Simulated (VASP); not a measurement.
# Ti2Cl (P6/mmm) in VASP: a series of runs, part 2 of 2

VASP 6.6.1. The steps go on from the part before.

**5. Single point, PBE, collinear spin**

This run uses another cell than the first one, of 19.21 Å³/atom.

The input, INCAR:

```
SYSTEM = Ti2Cl
PREC     = Accurate       ! precision mode
ENCUT    = 520            ! plane-wave cutoff, eV
EDIFF    = 1E-6           ! SCF threshold, eV
ISMEAR   = 0              ! smearing method
SIGMA    = 0.1            ! smearing width, eV
LREAL    = .False.        ! projectors in reciprocal space
LASPH    = .True.         ! aspherical terms in the spheres
NELM     = 150            ! most SCF steps
ALGO     = Normal         ! electronic algorithm
ISIF     = 2              ! what is computed and relaxed
LWAVE    = .False.        ! write WAVECAR
LCHARG   = .True.         ! write CHGCAR
ISPIN    = 2              ! spin polarisation
MAGMOM   = 1 1 0          ! initial moments
LORBIT   = 11             ! projections on sites
LMAXMIX  = 4              ! l up to which the mixer works
GGA      = PE             ! functional
LELF     = .True.         ! ELF
LVHAR    = .True.       
NBANDS   = 26             ! bands
```

The input, KPOINTS:

```
regular mesh
0
Gamma
  6 6 4
  0 0 0
```

The input, POSCAR:

```
Ti2Cl
1.0
    4.0161466200      0.0000000000      0.0000000000
   -2.0080733100      3.4780850000      0.0000000000
    0.0000000000      0.0000000000      4.1250907100
Ti Cl
2 1
Direct
    0.3333333300      0.6666666700      0.0000000000
    0.6666666700      0.3333333300      0.0000000000
    0.0000000000      0.0000000000      0.0000000000
```

Potentials or basis: VASP PAW PBE potentials, release 64 (Ti_sv, Cl).

Launch:

```console
$ cat potpaw_PBE.64/Ti_sv/POTCAR potpaw_PBE.64/Cl/POTCAR > POTCAR
$ mpirun -np 1 vasp_std > vasp.out
```

OUTCAR:

```text
SYSTEM = Ti2Cl
   PREC = Accurate
   ENCUT = 520
   EDIFF = 1E-6
   ISMEAR = 0
   LREAL = .False.
   LASPH = .True.
   NELM = 150
   ISIF = 2
   ISPIN = 2
   LORBIT = 11
   GGA = PE

 ion  position               nearest neighbor table
   1  0.333  0.667  0.000-   3 2.32   2 2.32   2 2.32   3 2.32   3 2.32   2 2.32
   2  0.667  0.333  0.000-   3 2.32   1 2.32   1 2.32   3 2.32   3 2.32   1 2.32
   3  0.000  0.000  0.000-   1 2.32   2 2.32   2 2.32   1 2.32   2 2.32   1 2.32

  LATTYP: Found a hexagonal cell.
 ALAT       =     4.0161466200
 C/A-ratio  =     1.0271265221

  Lattice vectors:

 A1 = (   4.0161466200,   0.0000000000,   0.0000000000)
 A2 = (  -2.0080733100,   3.4780850000,   0.0000000000)
 A3 = (   0.0000000000,   0.0000000000,   4.1250907100)

Analysis of symmetry for initial positions (statically):
=====================================================================
 Subroutine PRICEL returns:
 Original cell was already a primitive cell.

 Routine SETGRP: Setting up the symmetry group for a
 hexagonal supercell.

 Subroutine GETGRP returns: Found 24 space group operations
 (whereof 24 operations were pure point group operations)
 out of a pool of 24 trial point group operations.

The static configuration has the point symmetry D_6h.

Analysis of symmetry for dynamics (positions and initial velocities):
=====================================================================
 Subroutine PRICEL returns:
 Original cell was already a primitive cell.

 Routine SETGRP: Setting up the symmetry group for a
 hexagonal supercell.

 Subroutine GETGRP returns: Found 24 space group operations
 (whereof 24 operations were pure point group operations)
 out of a pool of 24 trial point group operations.

The dynamic configuration has the point symmetry D_6h.

Analysis of structural, dynamic, and magnetic symmetry:
=====================================================================
 Subroutine PRICEL returns:
[... 154 lines left out ...]
  free energy    TOTEN  =       -13.70011114 eV

  energy without entropy =      -13.69099749  energy(sigma->0) =      -13.69555431

 E-fermi :   6.8462     XC(G=0): -10.1259

 val. band max:        6.8007239929   @ k =   0.1667   0.0000   0.0000
 cond. band min:       6.8769124534   @ k =   0.1667   0.1667   0.0000
 fundamental gap:      0.0761884605
 Fermi energy:         6.8462323960

 spin component 1

 k-point     1 :       0.0000    0.0000    0.0000
  band No.  band energies     occupation
      1     -49.7476      1.00000
      2     -49.0482      1.00000
      3     -26.7307      1.00000
      4     -26.7307      1.00000
      5     -25.8369      1.00000
      6     -25.3493      1.00000
[... 598 lines left out ...]
     25      15.1698      0.00000
     26      16.3830      0.00000
 Fermi energy:         6.8462323960

 spin component 2

 k-point     1 :       0.0000    0.0000    0.0000
  band No.  band energies     occupation
      1     -49.7475      1.00000
      2     -49.0480      1.00000
      3     -26.7306      1.00000
      4     -26.7306      1.00000
      5     -25.8368      1.00000
      6     -25.3492      1.00000
[... 598 lines left out ...]
     25      15.1700      0.00000
     26      16.3830      0.00000

------------------------ aborting loop because EDIFF is reached ----------------------------------------

  FORCE on cell =-STRESS in cart. coord.  units (eV):
  Direction    XX          YY          ZZ          XY          YZ          ZX
  --------------------------------------------------------------------------------------
  -------------------------------------------------------------------------------------
  Total       12.8005220     12.8005220     -4.1156265      0.0000000      0.0000000      0.0000000
  in kB      355.9221434    355.9221437   -114.4361627      0.0000000      0.0000000      0.0000000
  external PRESSURE =     199.1360415 kB  Pullay stress =       0.0000000 kB

 VOLUME and BASIS-vectors are now :
 -----------------------------------------------------------------------------
  energy-cutoff  :      520.00
  volume of cell :       57.62
      direct lattice vectors                 reciprocal lattice vectors
     4.016146620  0.000000000  0.000000000     0.248994894  0.143757269  0.000000000
    -2.008073310  3.478085000  0.000000000     0.000000000  0.287514537  0.000000000
     0.000000000  0.000000000  4.125090710     0.000000000  0.000000000  0.242418912

 POSITION                                       TOTAL-FORCE (eV/Angst)
 -----------------------------------------------------------------------------------
     -0.00000      2.31872      0.00000         0.000000     -0.000000      0.000000
      2.00807      1.15936      0.00000        -0.000000      0.000000      0.000000
      0.00000      0.00000      0.00000         0.000000      0.000000      0.000000
 -----------------------------------------------------------------------------------
    total drift:                               -0.000000      0.000000     -0.000000

  FREE ENERGIE OF THE ION-ELECTRON SYSTEM (eV)
  ---------------------------------------------------
  free  energy   TOTEN  =       -13.7001111375 eV

  energy  without entropy=      -13.6909974870  energy(sigma->0) =      -13.69555431

 total charge

# of ion       s       p       d       tot
------------------------------------------
    1        2.181   6.113   2.449  10.742
    2        2.181   6.113   2.449  10.742
    3        1.601   3.519   0.000   5.120
--------------------------------------------------
tot          5.963  15.744   4.898  26.605

 magnetization (x)

# of ion       s       p       d       tot
------------------------------------------
    1        0.000   0.000   0.000   0.000
    2        0.000   0.000   0.000   0.000
    3       -0.000  -0.000   0.000  -0.000
--------------------------------------------------
tot          0.000   0.000   0.000   0.000
```

stdout:

```text
POSCAR found type information on POSCAR TiCl
 POSCAR found :  2 types and       3 ions
 scaLAPACK will be used
 LDA part: xc-table for (Slater+PW92), standard interpolation
 POSCAR, INCAR and KPOINTS ok, starting setup
 FFT: planning ... GRIDC
 FFT: planning ... GRID_SOFT
 FFT: planning ... GRID
 WAVECAR not read
 entering main loop
```

Run time: 2.2 min. Hardware: 1 thread of Intel Xeon 8259CL, shared host; peak memory 0.21 GiB.

Results:

| Item | Value |
| --- | --- |
| Free energy | -13.7001 eV |
| Pressure | 19.9 GPa |
| Net moment | 0.00 μB per cell |
| Valence electrons inside the program's atomic spheres | Ti 10.74; Cl 5.12 |

Stress tensor (GPa, compression positive):
```
 35.59   0.00   0.00
  0.00  35.59   0.00
  0.00   0.00 -11.44
```

Levels at points of the mesh, in eV from the Fermi level:
Spin up:
| k point | band 13 | band 14 | band 15 | band 16 | band 17 | band 18 |
| --- | --- | --- | --- | --- | --- | --- |
| (0.00, 0.00, 0.00) | -2.29 | 0.05 | 0.05 | 0.86 | 0.86 | 1.01 |
| (0.50, 0.00, 0.00) | -1.99 | -0.90 | -0.40 | 0.14 | 0.75 | 1.38 |
| (0.00, 0.00, 0.50) | -0.27 | -0.27 | 0.54 | 0.92 | 0.92 | 1.42 |
| (0.50, 0.00, 0.50) | -1.89 | -1.37 | -0.36 | 0.23 | 1.07 | 1.72 |
Spin down:
| k point | band 13 | band 14 | band 15 | band 16 | band 17 | band 18 |
| --- | --- | --- | --- | --- | --- | --- |
| (0.00, 0.00, 0.00) | -2.29 | 0.05 | 0.05 | 0.86 | 0.86 | 1.01 |
| (0.50, 0.00, 0.00) | -1.99 | -0.90 | -0.40 | 0.14 | 0.75 | 1.38 |
| (0.00, 0.00, 0.50) | -0.27 | -0.27 | 0.54 | 0.92 | 0.92 | 1.42 |
| (0.50, 0.00, 0.50) | -1.89 | -1.37 | -0.36 | 0.23 | 1.07 | 1.72 |

Caveat: the k points lie up to 0.38 Å⁻¹ apart.

**6. Summary**

```tsv
task	spin	cell	k mesh	cutoff (eV)	gap on the mesh (eV)	pressure (GPa)	moment (μB)
single point	off	a = 4.641, b = 4.641, c = 2.864 Å, angles 90.0, 90.0, 120.0°, 3 atoms	6 × 6 × 6	520	none	-0.1	-
single point	collinear	a = 4.657, b = 4.657, c = 2.873 Å, angles 90.0, 90.0, 120.0°, 3 atoms	6 × 6 × 4	520	none	0.0	0.00
relaxation of cell and atoms	off	relaxed from a = 4.657, b = 4.657, c = 2.873 Å, angles 90.0, 90.0, 120.0°, 3 atoms	6 × 6 × 6	600	none	0.0	-
single point	collinear	a = 4.016, b = 4.016, c = 4.125 Å, angles 90.0, 90.0, 120.0°, 3 atoms	6 × 6 × 4	520	none	19.9	0.00
```

Alike in all rows: level PBE; potentials or basis VASP PAW PBE potentials, release 64 (Ti_sv, Cl); smearing gaussian 0.1 eV.

Caveats: all runs use coarse meshes; an odd number of electrons without spin polarisation forces a metal (at least some runs); a magnetic or distorted state may lie lower (at least some runs).

Absolute energies hang on the potentials; compare differences alone.
